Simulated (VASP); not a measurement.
# GaP (I-4m2) in VASP: a series of runs

The runs below take GaP through single point, with PBE, r2SCAN.

Program: VASP 6.6.1. These are calculated values, not measurements. Logs are shortened: lines on timing, memory, paths and dates and some standing lists are left out, and cuts for length are marked.

## (1) The cell of the first run

Symmetry: I-4m2, No. 119, tetragonal system. The conventional cell has a = 3.854 Å, b = 3.854 Å, c = 5.560 Å, α = 90.00°, β = 90.00°, γ = 90.00°. Within 3.1 Å of Ga (site symmetry -4m2) lie 4 P at 2.38 Å. Within 3.1 Å of P (site symmetry -4m2) lie 4 Ga at 2.38 Å.

## (2) Single point, PBE (uniaxial z strain +2.0%)

Input file INCAR:

```
PREC = Accurate
ENCUT = 520
EDIFF = 1E-7
ISMEAR = -1
SIGMA = 0.02
LREAL = F
LASPH = T
NELM = 100
ALGO = Normal
ISIF = 2
LWAVE = F
LCHARG = F
GGA = PE
NBANDS = 16
```

Input file KPOINTS:

```
Automatic mesh
0
Gamma
  8 8 8
```

Input file POSCAR:

```
GaP
1.0
    0.0000000000      2.7253992874      2.7799072732
    2.7253992874      0.0000000000      2.7799072732
    2.7253992874      2.7253992874      0.0000000000
Ga P
1 1
Direct
    0.0000000000      0.0000000000      0.0000000000
    0.2500000000      0.2500000000      0.2500000000
```

Potentials or basis: VASP PAW PBE potentials, release 64 (Ga_d, P).

Run with:

```bash
$ cat potpaw_PBE.64/Ga_d/POTCAR potpaw_PBE.64/P/POTCAR > POTCAR
$ mpirun -np 1 vasp_std > vasp.out
```

OUTCAR:

```text
PREC = Accurate
   ENCUT = 520
   EDIFF = 1E-7
   ISMEAR = -1
   LREAL = F
   LASPH = T
   NELM = 100
   ISIF = 2
   GGA = PE

 ion  position               nearest neighbor table
   1  0.000  0.000  0.000-   2 2.38   2 2.38   2 2.38   2 2.38
   2  0.250  0.250  0.250-   1 2.38   1 2.38   1 2.38   1 2.38

  LATTYP: Found a body centered tetragonal cell.
 ALAT       =     3.8542966351
 C/A-ratio  =     1.4424978336

  Lattice vectors:

 A1 = (  -2.7253992874,   0.0000000000,   2.7799072732)
 A2 = (   2.7253992874,   0.0000000000,   2.7799072732)
 A3 = (   0.0000000000,   2.7253992874,  -2.7799072732)

Analysis of symmetry for initial positions (statically):
=====================================================================
 Subroutine PRICEL returns:
 Original cell was already a primitive cell.

 Routine SETGRP: Setting up the symmetry group for a
 body centered tetragonal supercell.

 Subroutine GETGRP returns: Found  8 space group operations
 (whereof  8 operations were pure point group operations)
 out of a pool of 16 trial point group operations.

The static configuration has the point symmetry D_2d.

Analysis of symmetry for dynamics (positions and initial velocities):
=====================================================================
 Subroutine PRICEL returns:
 Original cell was already a primitive cell.

 Routine SETGRP: Setting up the symmetry group for a
 body centered tetragonal supercell.

 Subroutine GETGRP returns: Found  8 space group operations
 (whereof  8 operations were pure point group operations)
 out of a pool of 16 trial point group operations.

The dynamic configuration has the point symmetry D_2d.

 Subroutine INISYM returns: Found  8 space group operations
 (whereof  8 operations are pure point group operations),
 and found     1 'primitive' translations

----------------------------------------------------------------------------------------

                                     Primitive cell

  volume of cell :      41.2972

  direct lattice vectors                    reciprocal lattice vectors
     0.000000000  2.725399287  2.779907273    -0.183459357  0.183459357  0.179862114
     2.725399287  0.000000000  2.779907273     0.183459357 -0.183459357  0.179862114
     2.725399287  2.725399287  0.000000000     0.183459357  0.183459357 -0.179862114

  length of vectors
     3.893030404  3.893030404  3.854296635     0.315697721  0.315697721  0.315697721

  position of ions in fractional coordinates (direct lattice)
     0.000000000  0.000000000  0.000000000
     0.250000000  0.250000000  0.250000000

  ion indices of the primitive-cell ions
   primitive index   ion index
                 1           1
                 2           2

----------------------------------------------------------------------------------------

 KPOINTS: Automatic mesh

Automatic generation of k-mesh.
 Grid dimensions read from file:
 generate k-points for:    8    8    8

 Generating k-lattice:

  Cartesian coordinates                     Fractional coordinates (reciprocal lattice)
    -0.022932420  0.022932420  0.022482764     0.125000000 -0.000000000  0.000000000
     0.022932420 -0.022932420  0.022482764    -0.000000000  0.125000000  0.000000000
     0.022932420  0.022932420 -0.022482764     0.000000000  0.000000000  0.125000000

  Length of vectors
     0.039462215  0.039462215  0.039462215

  Shift w.r.t. Gamma in fractional coordinates (k-lattice)
     0.000000000  0.000000000  0.000000000

 Subroutine IBZKPT returns following result:
 ===========================================

 Found     59 irreducible k-points:

 Following reciprocal coordinates:
            Coordinates               Weight
  0.000000  0.000000  0.000000      1.000000
  0.125000 -0.000000  0.000000      8.000000
  0.250000 -0.000000  0.000000      8.000000
  0.375000  0.000000  0.000000      8.000000
  0.500000 -0.000000  0.000000      4.000000
  0.125000  0.125000  0.000000      2.000000
[... 16 lines left out ...]
  0.250000 -0.000000  0.125000     16.000000
  0.375000  0.000000  0.125000     16.000000
 [... further k-points ...]
   k-points           NKPTS =     59   k-points in BZ     NKDIM =     59   number of bands    NBANDS=     16
   number of dos      NEDOS =    301   number of ions     NIONS =      2
   total plane-waves  NPLWV =  27000
   dimension x,y,z NGX =    30 NGY =   30 NGZ =   30
   dimension x,y,z NGXF=    60 NGYF=   60 NGZF=   60
   ions per type =               1   1
   NGX,Y,Z   is equivalent  to a cutoff of  12.81, 12.81, 12.94 a.u.
   NGXF,Y,Z  is equivalent  to a cutoff of  25.62, 25.62, 25.88 a.u.
 SYSTEM =  unknown system
   PREC   = accura    normal or accurate (medium, high low for compatibility)
   ISTART =      0    job   : 0-new  1-cont  2-samecut
   ICHARG =      2    charge: 1-file 2-atom 10-const
   ISPIN  =      1    spin polarized calculation?
   LNONCOLLINEAR =      F non collinear calculations
   LSORBIT =      F    spin-orbit coupling
   LASPH  =      T    aspherical Exc in radial PAW
   ENCUT  =  520.0 eV  38.22 Ry    6.18 a.u.   7.24  7.24  7.17*2*pi/ulx,y,z
   NELM   =    100;   NELMIN=  2; NELMDL= -5     # of ELM steps
   EDIFF  = 0.1E-06   stopping-criterion for ELM
   LREAL  =      F    real-space projection
   EDIFFG = 0.1E-05   stopping-criterion for IOM
   NSW    =      0    number of steps for IOM
   IBRION =     -1    ionic relax: 0-MD 1-quasi-New 2-CG
   NFREE  =      0    steps in history (QN), initial steepest desc. (CG)
   ISIF   =      2    stress and relaxation
   ISYM   =      2    0-nonsym 1-usesym 2-fastsym
   POTIM  = 0.5000    time-step for ionic-motion
   TEBEG  =    0.0;   TEEND  =   0.0 temperature during run
   PSTRESS=    0.0 pullay stress
   NELECT =      18.0000    total number of electrons
   NUPDOWN=      -1.0000    fix difference up-down
   EMIN   =  10.00;   EMAX   =-10.00  energy-range for DOS
   EFERMI =   0.00;   METHOD = LEGACY
   ISMEAR =    -1;   SIGMA  =   0.02  broadening in eV -4-tet -1-fermi 0-gaus
   EFERMI_NEDOS =   21; number of points for ismear=-14 and -15
   IALGO  =     38    algorithm
   IMIX   =      4    mixing-type and parameters
     AMIX     =   0.40;   BMIX     =  1.00
     AMIX_MAG =   1.60;   BMIX_MAG =  1.00
  volume/ion in A,a.u.               =      20.65       139.34
  Fermi-wavevector in a.u.,A,eV,Ry     =   1.241249  2.345620 20.962473  1.540698
  Thomas-Fermi vector in A             =   2.375655
   LORBIT       =      0    0 simple, 1 ext, 2 COOP (PROOUT), +10 PAW based schemes
   GGA     = PE    functional components
   LHFCALC =     F    Hartree Fock is set to
   AEXX    =    0.0000 exact exchange contribution
   IVDW    =     0    specifies the selected vdW correction
   LEPSILON=     F    determine dielectric tensor
   LRPA    =     F    only Hartree local field effects (RPA)
 non-spin polarized calculation
  energy-cutoff  :      520.00
  volume of cell :       41.30
 maximum number of plane-waves:      1128
 NGX is ok and might be reduce to    30
   NGX = 15   NGY = 15   NGZ = 15

 number of electron      17.9999996 magnetization

 Free energy of the ion-electron system (eV)
  ---------------------------------------------------
  ext. energy  EPLUGINS =         0.00000000
  ---------------------------------------------------
  free energy    TOTEN  =        -9.12195353 eV

  energy without entropy =       -9.12195353  energy(sigma->0) =       -9.12195353

 E-fermi :   4.8928     XC(G=0):  -9.7426

 val. band max:        4.4885540607   @ k =   0.0000   0.0000   0.0000
 cond. band min:       6.0544605960   @ k =   0.5000  -0.0000   0.0000
 fundamental gap:      1.5659065353
 Fermi energy:         4.8927660459

 k-point     1 :       0.0000    0.0000    0.0000
  band No.  band energies     occupation
      1     -10.0726      2.00000
      2     -10.0665      2.00000
      3     -10.0665      2.00000
      4      -9.9766      2.00000
      5      -9.9734      2.00000
      6      -7.8916      2.00000
[... 8 lines left out ...]
     15      14.0299      0.00000
     16      14.3885      0.00000

 k-point     2 :       0.1250   -0.0000    0.0000
  band No.  band energies     occupation
      1     -10.0814      2.00000
      2     -10.0657      2.00000
      3     -10.0622      2.00000
      4      -9.9768      2.00000
      5      -9.9732      2.00000
      6      -7.6946      2.00000
[... 8 lines left out ...]
     15      13.7351      0.00000
     16      14.0671      0.00000

 k-point     3 :       0.2500   -0.0000    0.0000
  band No.  band energies     occupation
      1     -10.1086      2.00000
      2     -10.0566      2.00000
      3     -10.0529      2.00000
      4      -9.9761      2.00000
      5      -9.9714      2.00000
      6      -7.1364      2.00000
[... 8 lines left out ...]
     15      13.4663      0.00000
     16      14.3439      0.00000

 k-point     4 :       0.3750    0.0000    0.0000
  band No.  band energies     occupation
      1     -10.1337      2.00000
      2     -10.0494      2.00000
      3     -10.0458      2.00000
      4      -9.9731      2.00000
      5      -9.9674      2.00000
      6      -6.3610      2.00000
[... 8 lines left out ...]
     15      14.5490      0.00000
     16      14.6604      0.00000
[... 324 lines left out ...]
 k-point    22 :       0.1250    0.0000    0.1250
  band No.  band energies     occupation
      1     -10.0874      2.00000
      2     -10.0636      2.00000
      3     -10.0583      2.00000
      4      -9.9801      2.00000
      5      -9.9708      2.00000
      6      -7.6260      2.00000
[... 8 lines left out ...]
     15      14.3221      0.00000
     16      14.4786      0.00000

 k-point    23 :       0.2500   -0.0000    0.1250
  band No.  band energies     occupation
      1     -10.1100      2.00000
      2     -10.0539      2.00000
      3     -10.0495      2.00000
      4      -9.9830      2.00000
      5      -9.9678      2.00000
      6      -7.1842      2.00000
[... 8 lines left out ...]
     15      14.3853      0.00000
     16      15.5105      0.00000

 k-point    24 :       0.3750    0.0000    0.1250
  band No.  band energies     occupation
      1     -10.1326      2.00000
      2     -10.0462      2.00000
      3     -10.0421      2.00000
      4      -9.9817      2.00000
      5      -9.9648      2.00000
      6      -6.4617      2.00000
[... 8 lines left out ...]
     15      15.1569      0.00000
     16      15.3872      0.00000

 [... further k-points ...]

------------------------ aborting loop because EDIFF is reached ----------------------------------------

  FORCE on cell =-STRESS in cart. coord.  units (eV):
  Direction    XX          YY          ZZ          XY          YZ          ZX
  --------------------------------------------------------------------------------------
  -------------------------------------------------------------------------------------
  Total        0.3363446      0.3363446     -0.0509014      0.0000000      0.0000000      0.0000000
  in kB       13.0489176     13.0489176     -1.9747860      0.0000000      0.0000000      0.0000000
  external PRESSURE =       8.0410164 kB  Pullay stress =       0.0000000 kB

 VOLUME and BASIS-vectors are now :
 -----------------------------------------------------------------------------
  energy-cutoff  :      520.00
  volume of cell :       41.30
      direct lattice vectors                 reciprocal lattice vectors
     0.000000000  2.725399287  2.779907273    -0.183459357  0.183459357  0.179862114
     2.725399287  0.000000000  2.779907273     0.183459357 -0.183459357  0.179862114
     2.725399287  2.725399287  0.000000000     0.183459357  0.183459357 -0.179862114

 POSITION                                       TOTAL-FORCE (eV/Angst)
 -----------------------------------------------------------------------------------
      0.00000      0.00000      0.00000        -0.000000     -0.000000      0.000000
      1.36270      1.36270      1.38995         0.000000      0.000000      0.000000
 -----------------------------------------------------------------------------------
    total drift:                                0.000002      0.000002      0.000002

  FREE ENERGIE OF THE ION-ELECTRON SYSTEM (eV)
  ---------------------------------------------------
  free  energy   TOTEN  =        -9.1219535269 eV

  energy  without entropy=       -9.1219535269  energy(sigma->0) =       -9.12195353
```

It took 43 s on 1 thread of Intel Xeon 6975P-C, shared host; peak memory 0.19 GiB.

What came out:

```yaml
Free_energy: -9.1220 eV
Pressure: 0.8 GPa
Band_gap_on_the_k_mesh: 1.57 eV, indirect (least direct gap 1.62 eV)
```

Stress tensor (GPa, compression positive):
```
 1.30  0.00  0.00
 0.00  1.30  0.00
 0.00  0.00 -0.20
```

Caveat: the cell differs from its parent crystal (uniaxial z strain +2.0%).

## (3) Single point, PBE (uniaxial z strain +3.0%)

Input file INCAR:

```
PREC     = Accurate       # precision mode
ENCUT    = 520            # plane-wave cutoff, eV
EDIFF    = 1E-6           # SCF threshold, eV
ISMEAR   = -1             # smearing method
SIGMA    = 0.02           # smearing width, eV
LREAL    = False          # projectors in reciprocal space
LASPH    = True           # aspherical terms in the spheres
NELM     = 60             # most SCF steps
ALGO     = Normal         # electronic algorithm
ISIF     = 2              # what is computed and relaxed
LWAVE    = False          # write WAVECAR
LCHARG   = False          # write CHGCAR
GGA      = PE             # functional
NBANDS   = 16             # bands
```

Input file KPOINTS:

```
regular mesh
0
Gamma
  8 8 8
```

Input file POSCAR:

```
GaP
1.0
    0.0000000000      2.7253992874      2.8071612660
    2.7253992874      0.0000000000      2.8071612660
    2.7253992874      2.7253992874      0.0000000000
Ga P
1 1
Direct
    0.0000000000      0.0000000000      0.0000000000
    0.2500000000      0.2500000000      0.2500000000
```

Potentials or basis: VASP PAW PBE potentials, release 64 (Ga_d, P).

Run with:

```bash
$ cat potpaw_PBE.64/Ga_d/POTCAR potpaw_PBE.64/P/POTCAR > POTCAR
$ mpirun -np 1 vasp_std > vasp.out
```

OUTCAR:

```text
PREC = Accurate
   ENCUT = 520
   EDIFF = 1E-6
   ISMEAR = -1
   LREAL = False
   LASPH = True
   NELM = 60
   ISIF = 2
   GGA = PE

 ion  position               nearest neighbor table
   1  0.000  0.000  0.000-   2 2.38   2 2.38   2 2.38   2 2.38
   2  0.250  0.250  0.250-   1 2.38   1 2.38   1 2.38   1 2.38

  LATTYP: Found a body centered tetragonal cell.
 ALAT       =     3.8542966351
 C/A-ratio  =     1.4566399692

  Lattice vectors:

 A1 = (  -2.7253992874,   0.0000000000,   2.8071612660)
 A2 = (   2.7253992874,   0.0000000000,   2.8071612660)
 A3 = (   0.0000000000,   2.7253992874,  -2.8071612660)

Analysis of symmetry for initial positions (statically):
=====================================================================
 Subroutine PRICEL returns:
 Original cell was already a primitive cell.

 Routine SETGRP: Setting up the symmetry group for a
 body centered tetragonal supercell.

 Subroutine GETGRP returns: Found  8 space group operations
 (whereof  8 operations were pure point group operations)
 out of a pool of 16 trial point group operations.

The static configuration has the point symmetry D_2d.

Analysis of symmetry for dynamics (positions and initial velocities):
[... 154 lines left out ...]
  ---------------------------------------------------
  free energy    TOTEN  =        -9.11984473 eV

  energy without entropy =       -9.11984473  energy(sigma->0) =       -9.11984473

 E-fermi :   4.7817     XC(G=0):  -9.6992

 val. band max:        4.4104156015   @ k =   0.0000   0.0000   0.0000
 cond. band min:       5.9181367598   @ k =   0.5000   0.0000   0.0000
 fundamental gap:      1.5077211583
 Fermi energy:         4.7817352844

 k-point     1 :       0.0000    0.0000    0.0000
  band No.  band energies     occupation
      1     -10.1570      2.00000
      2     -10.1478      2.00000
      3     -10.1478      2.00000
      4     -10.0628      2.00000
      5     -10.0579      2.00000
      6      -7.9166      2.00000
[... 433 lines left out ...]
      3     -10.1249      2.00000
      4     -10.0679      2.00000
      5     -10.0494      2.00000
      6      -6.5027      2.00000
[... 8 lines left out ...]
     15      14.9862      0.00000
     16      15.3219      0.00000

 [... further k-points ...]
[... 5 lines left out ...]
  --------------------------------------------------------------------------------------
  -------------------------------------------------------------------------------------
  Total        0.1905948      0.1905948     -0.4012923      0.0000000      0.0000000      0.0000000
  in kB        7.3225772      7.3225772    -15.4174950      0.0000000      0.0000000      0.0000000
  external PRESSURE =      -0.2574469 kB  Pullay stress =       0.0000000 kB

 VOLUME and BASIS-vectors are now :
 -----------------------------------------------------------------------------
  energy-cutoff  :      520.00
  volume of cell :       41.70
      direct lattice vectors                 reciprocal lattice vectors
     0.000000000  2.725399287  2.807161266    -0.183459357  0.183459357  0.178115880
     2.725399287  0.000000000  2.807161266     0.183459357 -0.183459357  0.178115880
     2.725399287  2.725399287  0.000000000     0.183459357  0.183459357 -0.178115880

 POSITION                                       TOTAL-FORCE (eV/Angst)
 -----------------------------------------------------------------------------------
      0.00000      0.00000      0.00000         0.000000      0.000000     -0.000000
      1.36270      1.36270      1.40358        -0.000000     -0.000000      0.000000
 -----------------------------------------------------------------------------------
    total drift:                                0.000002      0.000002      0.000002

  FREE ENERGIE OF THE ION-ELECTRON SYSTEM (eV)
  ---------------------------------------------------
  free  energy   TOTEN  =        -9.1198447304 eV

  energy  without entropy=       -9.1198447303  energy(sigma->0) =       -9.11984473
```

Wall time 41 s (1 thread of Intel Xeon 6975P-C, shared host); peak memory 0.19 GiB.

Results:

```
Free energy            : -9.1198 eV
Pressure               : 0.0 GPa
Band gap on the k mesh : 1.51 eV, indirect (least direct gap 1.52 eV)
```

Stress tensor (GPa, compression positive):
```
 0.73  0.00  0.00
 0.00  0.73  0.00
 0.00  0.00 -1.54
```

Levels at points of the mesh, in eV from the valence-band top:
| k point | band 6 | band 7 | band 8 | band 9 | band 10 | band 11 | band 12 | band 13 |
| --- | --- | --- | --- | --- | --- | --- | --- | --- |
| (0.00, 0.00, 0.00) | -12.33 | -0.17 | 0.00 | 0.00 | 1.52 | 3.82 | 3.82 | 3.89 |
| (0.50, 0.00, 0.00) | -10.36 | -6.52 | -1.25 | -1.01 | 1.51 | 4.59 | 4.78 | 8.18 |
| (0.50, 0.50, 0.00) | -9.58 | -6.79 | -2.50 | -2.50 | 1.79 | 1.98 | 10.32 | 10.32 |
| (0.50, 0.00, 0.50) | -9.46 | -6.61 | -2.71 | -2.69 | 1.60 | 1.70 | 10.25 | 10.26 |

Caveat: the cell differs from its parent crystal (uniaxial z strain +3.0%). A k mesh can miss the band edges.

(Continued in part 2 of 2.)
